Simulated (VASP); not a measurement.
The system is SiC.

```
Si C
1.0
     3.09183    0.00000    0.00000
    -1.54591    2.67760    0.00000
     0.00000    0.00000    5.07427
Si C
2 2
Direct
  0.33333 0.66667 0.99959
  0.66667 0.33333 0.49959
  0.33333 0.66667 0.37541
  0.66667 0.33333 0.87541
```

* Program: VASP 6.6.1
* Task: relaxation of cell and atoms
* Functional: r2SCAN
* Potentials or basis: VASP PAW PBE potentials, release 64 (Si, C)
* Cutoff: 600 eV
* k mesh: 12 × 12 × 4
* Occupations: fermi-dirac, width 0.02 eV
* Spin: no spin polarisation

At the start: pressure -3.8 GPa; volume 10.50 Å³/atom.

Problem. How do energy, volume and symmetry change on relaxing?

Solution. Over 6 steps the energy falls by 2.2 meV/atom and the volume is 10.32 Å³/atom (-1.7 %); space group P6_3mc (No. 186, to 0.1 Å) before and after.

Step by step:
| step | energy change (eV) | largest force (eV/Å) | pressure (GPa) | volume (Å³) |
| --- | --- | --- | --- | --- |
| 1 | 0.0000 | 0.0032 | -3.83 | 42.01 |
| 2 | 0.0021 | 0.0151 | 4.53 | 40.50 |
| 3 | -0.0088 | 0.0050 | -0.02 | 41.28 |
| 4 | -0.0088 | 0.0051 | 0.07 | 41.27 |
| 5 | -0.0088 | 0.0058 | -0.06 | 41.29 |
| 6 | -0.0088 | 0.0002 | 0.00 | 41.28 |

Final structure:
```
CELL_PARAMETERS angstrom
3.07370 0.00000 0.00000
-1.53685 2.66191 0.00000
0.00000 0.00000 5.04543
ATOMIC_POSITIONS crystal
Si 0.33333 0.66667 0.99959
Si 0.66667 0.33333 0.49959
C 0.33333 0.66667 0.37541
C 0.66667 0.33333 0.87541
```

Caveat: the PAW data sets were made with another functional, which shifts forces and pressure a little.
